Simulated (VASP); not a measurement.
# ZnS (P6_3mc) in VASP: notebook, part 2 of 2

VASP 6.6.1.

### 4 Relaxation of the atoms, PBE (strain along c alone, the other axes held: +3.0 %)

The input, INCAR:

```
SYSTEM = ZnS
  ALGO = Normal
  EDIFF = 1E-6
  EDIFFG = -0.008
  ENCUT = 520
  GGA = PE
  IBRION = 2
  ISIF = 2
  ISMEAR = 0
  LASPH = .TRUE.
  LCHARG = .FALSE.
  LREAL = .FALSE.
  LWAVE = .FALSE.
  NELM = 100
  NSW = 60
  PREC = Accurate
  SIGMA = 0.02
```

The input, KPOINTS:

```
k-points
0
G
  12 12 4
  0 0 0
```

The input, POSCAR:

```
ZnS
1.0
    3.8440669355      0.0000000000      0.0000000000
   -1.9220334677      3.3290596200      0.0000000000
    0.0000000000      0.0000000000      6.4937823531
Zn S
2 2
Direct
    0.3333333333      0.6666666667      0.0016950057
    0.6666666667      0.3333333333      0.5016950057
    0.3333333333      0.6666666667      0.3733049943
    0.6666666667      0.3333333333      0.8733049943
```

Potentials or basis: VASP PAW PBE potentials, release 64 (Zn, S).

Run with:

```console
$ cat potpaw_PBE.64/Zn/POTCAR potpaw_PBE.64/S/POTCAR > POTCAR
$ mpirun -np 1 vasp_std > vasp.out
```

OUTCAR:

```text
SYSTEM = ZnS
   EDIFF = 1E-6
   EDIFFG = -0.008
   ENCUT = 520
   GGA = PE
   IBRION = 2
   ISIF = 2
   ISMEAR = 0
   LASPH = .TRUE.
   LREAL = .FALSE.
   NELM = 100
   NSW = 60
   PREC = Accurate

 ion  position               nearest neighbor table
   1  0.333  0.667  0.002-   4 2.37   4 2.37   4 2.37   3 2.41
   2  0.667  0.333  0.502-   3 2.37   3 2.37   3 2.37   4 2.41
   3  0.333  0.667  0.373-   2 2.37   2 2.37   2 2.37   1 2.41
   4  0.667  0.333  0.873-   1 2.37   1 2.37   1 2.37   2 2.41

  LATTYP: Found a hexagonal cell.
 ALAT       =     3.8440669355
 C/A-ratio  =     1.6893000205

  Lattice vectors:

 A1 = (   3.8440669355,   0.0000000000,   0.0000000000)
 A2 = (  -1.9220334677,   3.3290596200,   0.0000000000)
[... 259 lines left out ...]

 number of electron      36.0000025 magnetization

 Free energy of the ion-electron system (eV)
  ---------------------------------------------------
  ext. energy  EPLUGINS =         0.00000000
  ---------------------------------------------------
  free energy    TOTEN  =       -13.66744915 eV

  energy without entropy =      -13.66744915  energy(sigma->0) =      -13.66744915

 E-fermi :   1.8269     XC(G=0):  -9.3856

 val. band max:        1.7037215800   @ k =   0.0000   0.0000   0.0000
 cond. band min:       3.5690900906   @ k =   0.0000   0.0000   0.0000
 fundamental gap:      1.8653685106
 Fermi energy:         1.8268977071

 k-point     1 :       0.0000    0.0000    0.0000
  band No.  band energies     occupation
      1     -11.1574      2.00000
      2     -10.3714      2.00000
      3      -4.5054      2.00000
      4      -4.4859      2.00000
      5      -4.4859      2.00000
      6      -4.4137      2.00000
[... 589 lines left out ...]
     21       7.3158      0.00000
     22       7.6185      0.00000

 [... further k-points ...]
[... 5 lines left out ...]
  --------------------------------------------------------------------------------------
  -------------------------------------------------------------------------------------
  Total       -0.4299913     -0.4299913     -1.8967508     -0.0000000      0.0000000      0.0000000
  in kB       -8.2901048     -8.2901048    -36.5687921     -0.0000000      0.0000000      0.0000000
  external PRESSURE =     -17.7163339 kB  Pullay stress =       0.0000000 kB
[... 19 lines left out ...]
  FREE ENERGIE OF THE ION-ELECTRON SYSTEM (eV)
  ---------------------------------------------------
  free  energy   TOTEN  =       -13.6674491526 eV

  energy  without entropy=      -13.6674491526  energy(sigma->0) =      -13.66744915

 reached required accuracy - stopping structural energy minimisation
```

OSZICAR:

```text
N       E                     dE             d eps       ncg     rms          rms(c)
DAV:   1     0.238823009356E+03    0.23882E+03   -0.17616E+04  2508   0.194E+03
DAV:   2     0.825998289771E+01   -0.23056E+03   -0.22488E+03  2646   0.379E+02
DAV:   3    -0.139929065979E+02   -0.22253E+02   -0.22133E+02  3024   0.119E+02
[... 17 lines left out ...]
       N       E                     dE             d eps       ncg     rms          rms(c)
DAV:   1    -0.136673533036E+02    0.17177E-04   -0.53768E-02  2550   0.162E+00    0.834E-02
DAV:   2    -0.136674532232E+02   -0.99920E-04   -0.10658E-03  3030   0.230E-01    0.228E-02
DAV:   3    -0.136674504508E+02    0.27724E-05   -0.14369E-05  2934   0.294E-02    0.175E-02
DAV:   4    -0.136674490165E+02    0.14343E-05   -0.82170E-06  2894   0.172E-02    0.530E-03
DAV:   5    -0.136674491526E+02   -0.13612E-06   -0.17357E-06  2152   0.973E-03
   3 F= -.13667449E+02 E0= -.13667449E+02  d E =-.238786E-03
```

Wall time 3.3 min (1 thread of Oxide Virtual Turin-like, shared host); peak memory 0.22 GiB.

What came out:

```
Free energy               : -13.6674 eV
Energy gained by relaxing : 0.1 meV/atom
Ionic steps               : 3
Pressure after relaxing   : -1.8 GPa
Band gap on the k mesh    : 1.87 eV
```

Step by step:
| step | energy change (eV) | largest force (eV/Å) | pressure (GPa) |
| --- | --- | --- | --- |
| 1 | 0.0000 | 0.0323 | -1.73 |
| 2 | -0.0002 | 0.0184 | -1.76 |
| 3 | -0.0002 | 0.0002 | -1.77 |

Final structure:
```xyz
4
Lattice="3.8441 0.0000 0.0000 -1.9220 3.3291 0.0000 0.0000 0.0000 6.4938" Properties=species:S:1:pos:R:3 pbc="T T T"
Zn    0.0000    2.2194    0.0146
Zn    1.9220    1.1097    3.2615
S     0.0000    2.2194    2.4205
S     1.9220    1.1097    5.6674
```

Levels at points of the mesh, in eV from the valence-band top:
| k point | band 16 | band 17 | band 18 | band 19 | band 20 | band 21 |
| --- | --- | --- | --- | --- | --- | --- |
| (0.00, 0.00, 0.00) | -0.21 | 0.00 | 0.00 | 1.87 | 3.20 | 6.31 |
| (0.50, 0.00, 0.00) | -1.99 | -1.61 | -0.83 | 3.79 | 3.99 | 4.99 |
| (0.00, 0.00, 0.50) | -0.40 | -0.40 | -0.40 | 3.46 | 3.46 | 6.51 |
| (0.50, 0.00, 0.50) | -1.64 | -1.45 | -1.45 | 3.40 | 3.40 | 5.21 |

Caveat: the cell differs from its parent crystal (strain along c alone, the other axes held: +3.0 %). A k mesh can miss the band edges.

### 5 The runs side by side

| cell | gap on the mesh (eV) | pressure (GPa) |
| --- | --- | --- |
| atoms relaxed from a = 3.844, b = 3.844, c = 6.368 Å, angles 90.0, 90.0, 120.0°, 4 atoms, atomic positions A | 2.01 | -0.5 |
| atoms relaxed from a = 3.844, b = 3.844, c = 6.179 Å, angles 90.0, 90.0, 120.0°, 4 atoms, atomic positions B | 2.21 | 1.7 |
| atoms relaxed from a = 3.844, b = 3.844, c = 6.494 Å, angles 90.0, 90.0, 120.0°, 4 atoms, atomic positions C | 1.87 | -1.8 |

Alike in all rows: task relaxation of the atoms; level PBE; potentials or basis VASP PAW PBE potentials, release 64 (Zn, S); no spin polarisation; k mesh 12 × 12 × 4; cutoff (eV) 520; smearing gaussian 0.02 eV.

Total energies depend on the potentials used, so only differences within one code and one set of settings carry meaning.
